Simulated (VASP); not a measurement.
A run of VASP 6.6.1 is set up as follows.

The input INCAR:

```
SYSTEM = Si2O
PREC = Accurate
ENCUT = 520
EDIFF = 1E-7
ISMEAR = -5
SIGMA = 0.1
LREAL = .FALSE.
LASPH = .TRUE.
NELM = 80
ALGO = Normal
ISIF = 2
LWAVE = .FALSE.
LCHARG = .FALSE.
GGA = PE
NBANDS = 14
```

The input KPOINTS:

```
Automatic mesh
0
G
  14 14 14
  0 0 0
```

File POSCAR:

```
Si2O
1.0
    0.0000000000      2.4446804366      3.9720841664
    2.4445385702      0.0000000000      3.9720841664
    2.4445385702      2.4446804366      0.0000000000
Si O
2 1
Direct
    0.2084347609      0.2084347609      0.7915652391
    0.7915652391      0.7915652391      0.2084347609
    0.0000000000      0.0000000000      0.0000000000
```

Potentials or basis: VASP PAW PBE potentials, release 64 (Si, O).

Command:

```bash
$ cat potpaw_PBE.64/Si/POTCAR potpaw_PBE.64/O/POTCAR > POTCAR
$ mpirun -np 1 vasp_std > vasp.out
```

(1) What does it give for the pressure?

(2) What does it give for the band gap on the k mesh?

(3) What does it give for the largest force?

Results:

(1) -0.1 GPa.

(2) zero (band 7 reaches 7.73 eV, above the bottom of band 8 at 2.80 eV).

(3) 0.032 eV/Å.

Caveat: tetrahedron occupations give inexact forces and stress in metals.
